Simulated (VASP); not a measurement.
The system is MgSnO4.

```
Mg Sn O
1.0
     3.62341    0.00000    0.00000
    -1.81170    3.13796    0.00000
     0.00000    0.00000    6.00354
Mg Sn O
1 1 4
Direct
  0.00000 0.00000 0.50000
  0.00000 0.00000 0.00000
  0.66667 0.33333 0.26356
  0.33333 0.66667 0.73644
  0.33333 0.66667 0.26356
  0.66667 0.33333 0.73644
```

The cell was generated, and may not be a known phase.

- Program: VASP 6.6.1
- Task: relaxation of cell and atoms
- Functional: PBE
- Potentials or basis: VASP PAW PBE potentials, release 64 (Mg, Sn_d, O)
- Cutoff: 600 eV
- k mesh: 12 × 12 × 6
- Occupations: gaussian, width 0.1 eV
- Spin: no spin polarisation

At the start: pressure -1.3 GPa; volume 11.38 Å³/atom.

Problem. How do energy, volume and symmetry change on relaxing?

Solution. Over 7 steps the energy falls by 3.5 meV/atom and the volume is 11.16 Å³/atom (-1.9 %); space group P6/mmm (No. 191, to 0.1 Å) before and after.

The path:
| step | energy change (eV) | largest force (eV/Å) | pressure (GPa) | volume (Å³) |
| --- | --- | --- | --- | --- |
| 1 | 0.0000 | 0.1263 | -1.25 | 68.26 |
| 2 | -0.0109 | 0.1294 | -0.17 | 67.39 |
| 3 | -0.0139 | 0.1257 | 0.88 | 66.59 |
| 4 | -0.0185 | 0.0843 | 0.20 | 66.80 |
| 5 | -0.0189 | 0.0685 | -0.04 | 66.87 |
| 6 | -0.0213 | 0.0068 | 0.06 | 66.93 |
| 7 | -0.0213 | 0.0003 | 0.06 | 66.94 |

Final structure:
```
CELL_PARAMETERS angstrom
3.62222 0.00000 0.00000
-1.81111 3.13693 0.00000
0.00000 0.00000 5.89080
ATOMIC_POSITIONS crystal
Mg 0.00000 0.00000 0.50000
Sn 0.00000 0.00000 0.00000
O 0.66667 0.33333 0.25747
O 0.33333 0.66667 0.74253
O 0.33333 0.66667 0.25747
O 0.66667 0.33333 0.74253
```
